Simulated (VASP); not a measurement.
# LiF in VASP: notebook

LiF is run at these levels: r2SCAN, PBE; tasks: single point.

Program: VASP 6.6.1. These are calculated values, not measurements. Logs are shortened: lines on timing, memory, paths and dates and some standing lists are left out, and cuts for length are marked.

### 1 The cell of the first run

Symmetry: F-43m, No. 216, cubic system. Conventional cell: a = 4.225 Å, b = 4.225 Å, c = 4.225 Å, α = 90.00°, β = 90.00°, γ = 90.00°. Li (site symmetry -43m) has 4 F at 1.83 Å within 2.4 Å. F (site symmetry -43m) has 4 Li at 1.83 Å within 2.4 Å.

### 2 Single point, r2SCAN (strain -1.5%)

The input, POSCAR:

```
LiF
1.0
    0.0000000000      2.1124413890      2.1124413890
    2.1124413890      0.0000000000      2.1124413890
    2.1124413890      2.1124413890      0.0000000000
Li F
1 1
Direct
    0.0000000000      0.0000000000      0.0000000000
    0.2500000000      0.2500000000      0.2500000000
```

The input, INCAR.step1:

```
SYSTEM = LiF
ALGO = Normal ; EDIFF = 1E-4
ENCUT = 520 ; GGA = PE
ISMEAR = 0 ; LASPH = .True.
LCHARG = .False. ; LREAL = .False.
LWAVE = .True. ; NBANDS = 12
NELM = 100 ; PREC = Accurate
SIGMA = 0.01
```

The input, INCAR.step2:

```
SYSTEM = LiF
ALGO = Normal ; EDIFF = 1E-7
ENCUT = 520 ; ISIF = 2
ISMEAR = 0 ; ISTART = 1
LASPH = .True. ; LCHARG = .False.
LMIXTAU = .True. ; LREAL = .False.
LWAVE = .False. ; METAGGA = R2SCAN
NBANDS = 12 ; NELM = 100
PREC = Accurate ; SIGMA = 0.01
```

The input, KPOINTS:

```
k-points
0
Gamma
  10 10 10
  0 0 0
```

Potentials or basis: VASP PAW PBE potentials, release 64 (Li_sv, F).

Run with:

```
$ cat potpaw_PBE.64/Li_sv/POTCAR potpaw_PBE.64/F/POTCAR > POTCAR
$ cp INCAR.step1 INCAR
$ mpirun -np 1 vasp_std > vasp.out
$ cp INCAR.step2 INCAR
$ mpirun -np 1 vasp_std > vasp.out
```

OUTCAR:

```text
SYSTEM = LiF
   EDIFF = 1E-7
   ENCUT = 520
   ISIF = 2
   ISMEAR = 0
   ISTART = 1
   LASPH = .True.
   LREAL = .False.
   METAGGA = R2SCAN
   NELM = 100
   PREC = Accurate

 ion  position               nearest neighbor table
   1  0.000  0.000  0.000-   2 1.83   2 1.83   2 1.83   2 1.83
   2  0.250  0.250  0.250-   1 1.83   1 1.83   1 1.83   1 1.83

  LATTYP: Found a face centered cubic cell.
 ALAT       =     4.2248827780

  Lattice vectors:

 A1 = (   0.0000000000,   2.1124413890,   2.1124413890)
 A2 = (   2.1124413890,   0.0000000000,   2.1124413890)
 A3 = (   2.1124413890,   2.1124413890,   0.0000000000)

Analysis of symmetry for initial positions (statically):
=====================================================================
 Subroutine PRICEL returns:
 Original cell was already a primitive cell.

 Routine SETGRP: Setting up the symmetry group for a
 face centered cubic supercell.

 Subroutine GETGRP returns: Found 24 space group operations
 (whereof 24 operations were pure point group operations)
 out of a pool of 48 trial point group operations.

The static configuration has the point symmetry T_d .

Analysis of symmetry for dynamics (positions and initial velocities):
=====================================================================
 Subroutine PRICEL returns:
 Original cell was already a primitive cell.

 Routine SETGRP: Setting up the symmetry group for a
 face centered cubic supercell.

 Subroutine GETGRP returns: Found 24 space group operations
 (whereof 24 operations were pure point group operations)
 out of a pool of 48 trial point group operations.

The dynamic configuration has the point symmetry T_d .

 Subroutine INISYM returns: Found 24 space group operations
 (whereof 24 operations are pure point group operations),
 and found     1 'primitive' translations

----------------------------------------------------------------------------------------

                                     Primitive cell

  volume of cell :      18.8532

  direct lattice vectors                    reciprocal lattice vectors
     0.000000000  2.112441389  2.112441389    -0.236692958  0.236692958  0.236692958
     2.112441389  0.000000000  2.112441389     0.236692958 -0.236692958  0.236692958
     2.112441389  2.112441389  0.000000000     0.236692958  0.236692958 -0.236692958

  length of vectors
     2.987443262  2.987443262  2.987443262     0.409964228  0.409964228  0.409964228

  position of ions in fractional coordinates (direct lattice)
     0.000000000  0.000000000  0.000000000
     0.250000000  0.250000000  0.250000000

  ion indices of the primitive-cell ions
   primitive index   ion index
                 1           1
                 2           2

----------------------------------------------------------------------------------------

 KPOINTS: k-points

Automatic generation of k-mesh.
 Grid dimensions read from file:
 generate k-points for:   10   10   10

 Generating k-lattice:

  Cartesian coordinates                     Fractional coordinates (reciprocal lattice)
    -0.023669296  0.023669296  0.023669296     0.100000000  0.000000000  0.000000000
     0.023669296 -0.023669296  0.023669296     0.000000000  0.100000000  0.000000000
     0.023669296  0.023669296 -0.023669296     0.000000000  0.000000000  0.100000000

  Length of vectors
     0.040996423  0.040996423  0.040996423

  Shift w.r.t. Gamma in fractional coordinates (k-lattice)
     0.000000000  0.000000000  0.000000000

 Subroutine IBZKPT returns following result:
 ===========================================

 Found     47 irreducible k-points:

 Following reciprocal coordinates:
            Coordinates               Weight
  0.000000  0.000000  0.000000      1.000000
  0.100000  0.000000  0.000000      8.000000
  0.200000  0.000000  0.000000      8.000000
  0.300000  0.000000  0.000000      8.000000
  0.400000  0.000000  0.000000      8.000000
  0.500000  0.000000  0.000000      4.000000
[... 16 lines left out ...]
  0.300000  0.300000  0.000000      6.000000
[... 51 lines left out ...]
      6       7.1008      0.00000
      7      17.2241      0.00000
      8      18.5564      0.00000
      9      18.5570      0.00000
     10      24.7441      0.00000
     11      24.7442      0.00000
     12      25.0172      0.00000

 k-point     4 :       0.3000    0.0000    0.0000
  band No.  band energies     occupation
      1     -44.1768      2.00000
      2     -23.3806      2.00000
      3      -4.4047      2.00000
      4      -3.1505      2.00000
      5      -3.1505      2.00000
      6       8.2453      0.00000
      7      15.7448      0.00000
      8      18.3423      0.00000
      9      18.3428      0.00000
     10      24.8464      0.00000
     11      24.8466      0.00000
     12      25.2652      0.00000

 k-point     5 :       0.4000    0.0000    0.0000
  band No.  band energies     occupation
      1     -44.1646      2.00000
      2     -23.3333      2.00000
      3      -4.8884      2.00000
      4      -3.2177      2.00000
      5      -3.2176      2.00000
      6       9.4995      0.00000
      7      14.2507      0.00000
      8      18.0277      0.00000
      9      18.0282      0.00000
     10      25.4156      0.00000
     11      25.5572      0.00000
     12      25.5574      0.00000
[... 228 lines left out ...]
      1     -44.1602      2.00000
      2     -23.3177      2.00000
      3      -4.6815      2.00000
      4      -3.6195      2.00000
      5      -3.2516      2.00000
      6       9.6413      0.00000
      7      13.8200      0.00000
      8      17.9440      0.00000
      9      18.5614      0.00000
     10      23.7197      0.00000
     11      24.3154      0.00000
     12      29.9135      0.00000

 k-point    22 :      -0.2000    0.2000    0.0000
  band No.  band energies     occupation
      1     -44.1716      2.00000
      2     -23.3618      2.00000
      3      -4.3461      2.00000
      4      -3.4964      2.00000
      5      -3.1312      2.00000
      6       8.5353      0.00000
      7      15.2579      0.00000
      8      17.9535      0.00000
      9      18.9425      0.00000
     10      23.0909      0.00000
     11      24.1383      0.00000
     12      29.6467      0.00000

 k-point    23 :       0.3000    0.3000    0.0000
  band No.  band energies     occupation
      1     -44.1665      2.00000
      2     -23.3452      2.00000
      3      -4.0636      2.00000
      4      -3.5374      2.00000
      5      -3.5374      2.00000
      6       8.0874      0.00000
      7      16.2389      0.00000
      8      18.3003      0.00000
      9      18.3006      0.00000
     10      19.8005      0.00000
     11      28.0989      0.00000
     12      31.4491      0.00000

 k-point    24 :       0.4000    0.3000    0.0000
  band No.  band energies     occupation
      1     -44.1569      2.00000
      2     -23.3090      2.00000
      3      -4.3266      2.00000
      4      -3.6362      2.00000
      5      -3.6277      2.00000
      6       8.5755      0.00000
      7      15.0441      0.00000
      8      18.3365      0.00000
      9      18.4287      0.00000
     10      20.3702      0.00000
     11      27.6291      0.00000
     12      31.1974      0.00000

 [... further k-points ...]
[... 5 lines left out ...]
  --------------------------------------------------------------------------------------
  -------------------------------------------------------------------------------------
  Total        0.2776644      0.2776644      0.2776644      0.0000000     -0.0000000      0.0000000
  in kB       23.5964568     23.5964568     23.5964568      0.0000000     -0.0000000      0.0000000
  external PRESSURE =      23.5964568 kB  Pullay stress =       0.0000000 kB

 VOLUME and BASIS-vectors are now :
 -----------------------------------------------------------------------------
  energy-cutoff  :      520.00
  volume of cell :       18.85
      direct lattice vectors                 reciprocal lattice vectors
     0.000000000  2.112441389  2.112441389    -0.236692958  0.236692958  0.236692958
     2.112441389  0.000000000  2.112441389     0.236692958 -0.236692958  0.236692958
     2.112441389  2.112441389  0.000000000     0.236692958  0.236692958 -0.236692958

 POSITION                                       TOTAL-FORCE (eV/Angst)
 -----------------------------------------------------------------------------------
      0.00000      0.00000      0.00000         0.000000      0.000000     -0.000000
      1.05622      1.05622      1.05622        -0.000000     -0.000000      0.000000
 -----------------------------------------------------------------------------------
    total drift:                                0.000001      0.000001      0.000000

  FREE ENERGIE OF THE ION-ELECTRON SYSTEM (eV)
  ---------------------------------------------------
  free  energy   TOTEN  =       -11.7961601134 eV

  energy  without entropy=      -11.7961601134  energy(sigma->0) =      -11.79616011
```

It took 2.1 min on 1 thread of AMD EPYC 7R13, shared host; peak memory 0.11 GiB.

What came out:

```
Free energy            : -11.7962 eV
Band gap on the k mesh : 8.98 eV, direct
```

Levels at points of the mesh, in eV from the valence-band top:
```csv
k point,band 2,band 3,band 4,band 5,band 6,band 7,band 8,band 9
"(0.00, 0.00, 0.00)",-20.53,0.00,0.00,0.00,8.98,21.43,21.43,21.43
"(0.50, 0.00, 0.00)",-20.35,-2.10,-0.28,-0.28,13.18,16.43,20.85,20.86
"(0.50, 0.50, 0.00)",-20.30,-1.47,-0.86,-0.86,11.51,17.37,21.50,21.50
```

Caveat: the cell differs from its parent crystal (strain -1.5%); the cutoff is under 1.25 times the usual one of these potentials, so pressure, stress and relaxed cells hold a basis-set (Pulay) error; the PAW data sets were made with another functional, which shifts forces and pressure a little.

### 3 Single point, r2SCAN

This run uses another cell than the first one, of 9.86 Å³/atom, 1.046 times its volume.

The input, POSCAR:

```
LiF
1.0
    0.0000000000      2.1446105472      2.1446105472
    2.1446105472      0.0000000000      2.1446105472
    2.1446105472      2.1446105472      0.0000000000
Li F
1 1
Direct
    0.0000000000      0.0000000000      0.0000000000
    0.2500000000      0.2500000000      0.2500000000
```

The input, INCAR.step1:

```
ALGO = Normal
EDIFF = 1E-4
ENCUT = 520
GGA = PE
ISMEAR = 0
LASPH = T
LCHARG = F
LREAL = F
LWAVE = T
NBANDS = 12
NELM = 80
PREC = Accurate
SIGMA = 0.01
```

The input, INCAR.step2:

```
ALGO = Normal
EDIFF = 1E-7
ENCUT = 520
ISIF = 2
ISMEAR = 0
ISTART = 1
LASPH = T
LCHARG = F
LMIXTAU = T
LREAL = F
LWAVE = F
METAGGA = R2SCAN
NBANDS = 12
NELM = 80
PREC = Accurate
SIGMA = 0.01
```

The input, KPOINTS:

```
k-points
0
Gamma
  10 10 10
```

Potentials or basis: VASP PAW PBE potentials, release 64 (Li_sv, F).

Run with:

```
$ cat potpaw_PBE.64/Li_sv/POTCAR potpaw_PBE.64/F/POTCAR > POTCAR
$ cp INCAR.step1 INCAR
$ mpirun -np 1 vasp_std > vasp.out
$ cp INCAR.step2 INCAR
$ mpirun -np 1 vasp_std > vasp.out
```

It took 2.1 min on 1 thread of AMD EPYC 7R13, shared host; peak memory 0.11 GiB.

Results (log left out):

```
Free energy            : -11.8062 eV
Band gap on the k mesh : 8.76 eV, direct
```

Levels at points of the mesh, in eV from the valence-band top:
```
           k point  band 2  band 3  band 4  band 5  band 6  band 7  band 8  band 9
(0.00, 0.00, 0.00)  -20.46    0.00    0.00    0.00    8.76   21.06   21.06   21.06
(0.50, 0.00, 0.00)  -20.29   -1.97   -0.26   -0.26   12.86   16.05   20.49   20.49
(0.50, 0.50, 0.00)  -20.24   -1.38   -0.80   -0.80   11.36   17.00   20.99   20.99
```

Caveat: the cutoff is under 1.25 times the usual one of these potentials, so pressure, stress and relaxed cells hold a basis-set (Pulay) error; the PAW data sets were made with another functional, which shifts forces and pressure a little. A k mesh can miss the band edges.

### 4 Single point, PBE (uniaxial x strain +4.0%)

The input, INCAR:

```
PREC = Accurate
ENCUT = 520
EDIFF = 1E-6
ISMEAR = -1
SIGMA = 0.02
LREAL = F
LASPH = T
NELM = 100
ALGO = Normal
ISIF = 2
LWAVE = F
LCHARG = F
GGA = PE
NBANDS = 12
```

The input, KPOINTS:

```
regular mesh
0
Gamma
  10 10 10
```

The input, POSCAR:

```
LiF
1.0
    0.0000000000      2.1446105472      2.1446105472
    2.2303949691      0.0000000000      2.1446105472
    2.2303949691      2.1446105472      0.0000000000
Li F
1 1
Direct
    0.0000000000      0.0000000000      0.0000000000
    0.2500000000      0.2500000000      0.2500000000
```

Run with:

```
$ cat potpaw_PBE.64/Li_sv/POTCAR potpaw_PBE.64/F/POTCAR > POTCAR
$ mpirun -np 1 vasp_std > vasp.out
```

Run time: 36 s. Hardware: 1 thread of AMD EPYC 7R13, shared host; peak memory 0.11 GiB.

It converged, with:

| Item | Value |
| --- | --- |
| Free energy | -9.6263 eV |
| Band gap on the k mesh | 7.68 eV, direct |

Levels at points of the mesh, in eV from the valence-band top:
```csv
k point,band 3,band 4,band 5,band 6,band 7,band 8
"(0.00, 0.00, 0.00)",-0.07,0.00,0.00,7.68,19.13,19.13
"(0.50, 0.00, 0.00)",-1.92,-0.33,-0.20,11.68,14.58,18.50
"(0.50, 0.50, 0.00)",-1.34,-0.84,-0.81,10.47,15.76,18.67
"(0.00, 0.50, 0.50)",-1.41,-0.69,-0.69,10.42,15.43,19.31
```

Caveat: the cell differs from its parent crystal (uniaxial x strain +4.0%); the cutoff is under 1.25 times the usual one of these potentials, so pressure, stress and relaxed cells hold a basis-set (Pulay) error. A k mesh can miss the band edges.

### 5 Single point, PBE (strain along [111] -3.0%)

The input, INCAR:

```
PREC     = Accurate       # precision mode
ENCUT    = 520            # plane-wave cutoff, eV
EDIFF    = 1E-6           # SCF threshold, eV
ISMEAR   = -1             # smearing method
SIGMA    = 0.02           # smearing width, eV
LREAL    = False          # projectors in reciprocal space
LASPH    = True           # aspherical terms in the spheres
NELM     = 100            # most SCF steps
ALGO     = Normal         # electronic algorithm
ISIF     = 2              # what is computed and relaxed
LWAVE    = False          # write WAVECAR
LCHARG   = False          # write CHGCAR
GGA      = PE             # functional
NBANDS   = 12             # bands
```

KPOINTS is that of step 4.

The input, POSCAR:

```
LiF
1.0
   -0.0428922109      2.1017183363      2.1017183363
    2.1017183363     -0.0428922109      2.1017183363
    2.1017183363      2.1017183363     -0.0428922109
Li F
1 1
Direct
   -0.0020425272     -0.0020425272     -0.0020425272
    0.2520425272      0.2520425272      0.2520425272
```

Run with:

```
$ cat potpaw_PBE.64/Li_sv/POTCAR potpaw_PBE.64/F/POTCAR > POTCAR
$ mpirun -np 1 vasp_std > vasp.out
```

It took 46 s on 1 thread of AMD EPYC 7R13, shared host; peak memory 0.11 GiB.

Results (log left out):

- Free energy: -9.5992 eV
- Largest force: 0.012 eV/Å
- Band gap on the k mesh: 8.01 eV, direct

Forces on the atoms (eV/Å):
```
Li  -0.007 -0.007 -0.007
F    0.007  0.007  0.007
```

Levels at points of the mesh, in eV from the valence-band top:
```
           k point  band 1  band 2  band 3  band 4  band 5  band 6  band 7  band 8  band 9  band 10
(0.00, 0.00, 0.00)  -40.34  -19.47   -0.11   -0.11    0.00    8.01   19.46   19.46   20.14    28.35
(0.50, 0.00, 0.00)  -40.30  -19.28   -2.16   -0.36   -0.29   12.03   15.15   19.34   19.53    26.60
(0.50, 0.50, 0.00)  -40.28  -19.22   -1.54   -0.99   -0.85   10.61   16.13   19.60   20.00    22.05
(0.50, 0.50, 0.50)  -40.29  -19.24   -2.17   -0.42   -0.42   12.24   15.29   18.97   18.97    26.65
```

Caveat: the cell differs from its parent crystal (strain along [111] -3.0%); the cutoff is under 1.25 times the usual one of these potentials, so pressure, stress and relaxed cells hold a basis-set (Pulay) error. A k mesh can miss the band edges.

### 6 Single point, PBE (epitaxial 111 strain +1.5%)

The input, INCAR:

```
SYSTEM = LiF
ALGO     = Normal         ! electronic algorithm
EDIFF    = 1E-6           ! SCF threshold, eV
ENCUT    = 520            ! plane-wave cutoff, eV
GGA      = PE             ! functional
ISIF     = 2              ! what is computed and relaxed
ISMEAR   = -1             ! smearing method
LASPH    = .TRUE.         ! aspherical terms in the spheres
LCHARG   = .FALSE.        ! write CHGCAR
LREAL    = .FALSE.        ! projectors in reciprocal space
LWAVE    = .FALSE.        ! write WAVECAR
NBANDS   = 12             ! bands
NELM     = 80             ! most SCF steps
PREC     = Accurate       ! precision mode
SIGMA    = 0.02           ! smearing width, eV
```

The input, KPOINTS:

```
k-points
0
G
  10 10 10
  0 0 0
```

The input, POSCAR:

```
LiF
1.0
   -0.0340233966      2.1427563089      2.1427563089
    2.1427563089     -0.0340233966      2.1427563089
    2.1427563089      2.1427563089     -0.0340233966
Li F
1 1
Direct
   -0.0014544759     -0.0014544759     -0.0014544759
    0.2514544759      0.2514544759      0.2514544759
```

Potentials or basis: VASP PAW PBE potentials, release 64 (Li_sv, F).

Run with:

```
$ cat potpaw_PBE.64/Li_sv/POTCAR potpaw_PBE.64/F/POTCAR > POTCAR
$ mpirun -np 1 vasp_std > vasp.out
```

Run time: 45 s. Hardware: 1 thread of AMD EPYC 7R13, shared host; peak memory 0.12 GiB.

The run converged. Its results:

* Free energy: -9.6228 eV
* Largest force: 0.006 eV/Å
* Band gap on the k mesh: 7.75 eV, direct

Forces in eV/Å, atoms in the order of the input:
```
Li  -0.003 -0.003 -0.003
F    0.003  0.003  0.003
```

Levels at points of the mesh, in eV from the valence-band top:
| k point | band 1 | band 2 | band 3 | band 4 | band 5 | band 6 | band 7 | band 8 | band 9 | band 10 |
| --- | --- | --- | --- | --- | --- | --- | --- | --- | --- | --- |
| (0.00, 0.00, 0.00) | -40.45 | -19.36 | -0.08 | -0.08 | 0.00 | 7.75 | 19.09 | 19.09 | 19.60 | 27.68 |
| (0.50, 0.00, 0.00) | -40.42 | -19.19 | -2.00 | -0.31 | -0.27 | 11.73 | 14.69 | 18.92 | 19.07 | 25.98 |
| (0.50, 0.50, 0.00) | -40.41 | -19.13 | -1.43 | -0.88 | -0.78 | 10.48 | 15.76 | 19.09 | 19.39 | 21.31 |
| (0.50, 0.50, 0.50) | -40.42 | -19.16 | -2.01 | -0.36 | -0.36 | 11.89 | 14.81 | 18.65 | 18.65 | 25.92 |

Caveat: the cell differs from its parent crystal (epitaxial 111 strain +1.5%); the cutoff is under 1.25 times the usual one of these potentials, so pressure, stress and relaxed cells hold a basis-set (Pulay) error.

### 7 The runs side by side

```tsv
level	cell	smearing	gap on the mesh (eV)	largest force (eV/Å)
r2SCAN	a = 2.987 Å, angles 60.0°, 2 atoms	gaussian 0.01 eV	8.98	-
r2SCAN	a = 3.033 Å, angles 60.0°, 2 atoms	gaussian 0.01 eV	8.76	-
PBE	a = 3.033, b = 3.094, c = 3.094 Å, angles 58.7, 60.7, 60.7°, 2 atoms	fermi-dirac 0.02 eV	7.68	-
PBE	a = 2.973 Å, angles 61.3°, 2 atoms	fermi-dirac 0.02 eV	8.01	0.01
PBE	a = 3.031 Å, angles 61.0°, 2 atoms	fermi-dirac 0.02 eV	7.75	0.01
```

Alike in all rows: task single point; potentials or basis VASP PAW PBE potentials, release 64 (Li_sv, F); no spin polarisation; k mesh 10 × 10 × 10; cutoff (eV) 520.

Caveats: the cutoff is under 1.25 times the usual one of these potentials, so pressure, stress and relaxed cells hold a basis-set (Pulay) error; the PAW data sets were made with another functional, which shifts forces and pressure a little (some runs).

Total energies depend on the potentials used, so only differences within one code and one set of settings carry meaning.
